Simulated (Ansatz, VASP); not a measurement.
## One calculation of C, two programs

INCAR

```
SYSTEM = C
PREC = Accurate
ENCUT = 600
EDIFF = 1E-6
ISMEAR = 0
SIGMA = 0.1
LREAL = .FALSE.
LASPH = .TRUE.
NELM = 120
ALGO = Normal
ISIF = 2
LWAVE = .FALSE.
LCHARG = .TRUE.
GGA = PE
IVDW = 12
LELF = .TRUE.
LVHAR = .TRUE.
NBANDS = 16
GGA_COMPAT = .FALSE.
```

KPOINTS

```
Automatic mesh
0
G
  9 9 4
  0 0 0
```

The input POSCAR:

```
C
1.0
    2.4560000000      0.0000000000      0.0000000000
   -1.2280000000      2.1269583917      0.0000000000
    0.0000000000      0.0000000000      6.6960000000
C
4
Direct
    0.0000000000      0.0000000000      0.7500000000
    0.0000000000      0.0000000000      0.2500000000
    0.3333333333      0.6666666667      0.7500000000
    0.6666666667      0.3333333333      0.2500000000
```

Input for Ansatz:

```yaml
crystal:
  lattice:
    - [2.456, 0.0, 0.0]
    - [-1.228, 2.1269583917, 0.0]
    - [0.0, 0.0, 6.696]
  atoms:
    - { symbol: C, position: [0.0, 0.0, 0.75] }
    - { symbol: C, position: [0.0, 0.0, 0.25] }
    - { symbol: C, position: [0.3333333333, 0.6666666667, 0.75] }
    - { symbol: C, position: [0.6666666667, 0.3333333333, 0.25] }
basis:
  ecutwfc: 420
kpoints:
  mp_grid: { grid: [9, 9, 4] }
hamiltonian:
  xc: pbe
  dispersion: d3bj
  pseudopotentials: { kind: paw }
scf:
  occupations: { method: gaussian, width: 0.1 }
output:
  forces: true
  stress: true
  eigenvalues: true
```

Alike in both runs: task single point; functional PBE; dispersion D3(BJ); k mesh 9 × 9 × 4; occupations gaussian, width 0.1 eV; no spin polarisation.

|  | VASP | Ansatz |
| --- | --- | --- |
| version | VASP 6.6.1 | Ansatz 0.2.0 |
| potentials or method | VASP PAW PBE potentials, release 64 (C), cutoff 600 eV | scalar-relativistic, plane waves, PAW |
| valence electrons in the cell | 16 | 16 |

|  | VASP | Ansatz | Ansatz less VASP |
| --- | --- | --- | --- |
| gap on the k mesh at the Fermi level (eV) | none | none | - |
| pressure (GPa) | 3.4 | 3.4 | -0.01 |
| traceless stress, the component that is largest in VASP (GPa) | -3.71 | -3.36 | +0.346 |

A gap of «none» marks a metal or a gap that the smearing closes.
